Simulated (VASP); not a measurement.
Crystal: MgCdTe3.

```
Mg Cd Te
1.0
     6.08076    0.00000    0.00000
    -3.04038    5.26609    0.00000
     0.00000    0.00000    5.53400
Mg Cd Te
1 1 3
Direct
  0.00000 0.00000 0.50000
  0.00000 0.00000 0.00000
  0.50000 0.00000 0.00000
  0.00000 0.50000 0.00000
  0.50000 0.50000 0.00000
```

The cell was generated, and may not be a known phase.

| Quantity | Value |
| --- | --- |
| Program | VASP 6.6.1 |
| Task | relaxation of cell and atoms |
| Functional | PBE |
| Potentials or basis | VASP PAW PBE potentials, release 64 (Mg, Cd, Te) |
| Cutoff | 600 eV |
| k mesh | 3 × 3 × 4 |
| Occupations | gaussian, width 0.1 eV |
| Spin | no spin polarisation |

At the start: pressure 6.6 GPa; volume 35.44 Å³/atom.

Q: Where does the relaxation end?

A: Over 5 steps the energy falls by 139.1 meV/atom and the volume is 40.37 Å³/atom (+13.9 %); space group P6/mmm (No. 191, to 0.1 Å) before and after.

The path:
```tsv
step	energy change (eV)	largest force (eV/Å)	pressure (GPa)	volume (Å³)
1	0.0000	0.0000	6.55	177.21
2	-0.5714	0.0000	-1.82	216.32
3	-0.6955	0.0000	-0.07	202.80
4	-0.6953	0.0000	0.02	202.27
5	-0.6957	0.0000	0.04	201.87
```

Final structure:
```
CELL_PARAMETERS angstrom
6.49827 0.00000 0.00000
-3.24914 5.62767 0.00000
0.00000 0.00000 5.52019
ATOMIC_POSITIONS crystal
Mg 0.00000 0.00000 0.50000
Cd 0.00000 0.00000 0.00000
Te 0.50000 0.00000 0.00000
Te 0.00000 0.50000 0.00000
Te 0.50000 0.50000 0.00000
```

Caveat: the k points lie up to 0.37 Å⁻¹ apart in the final cell, too coarse for converged energies and pressures of a metal.
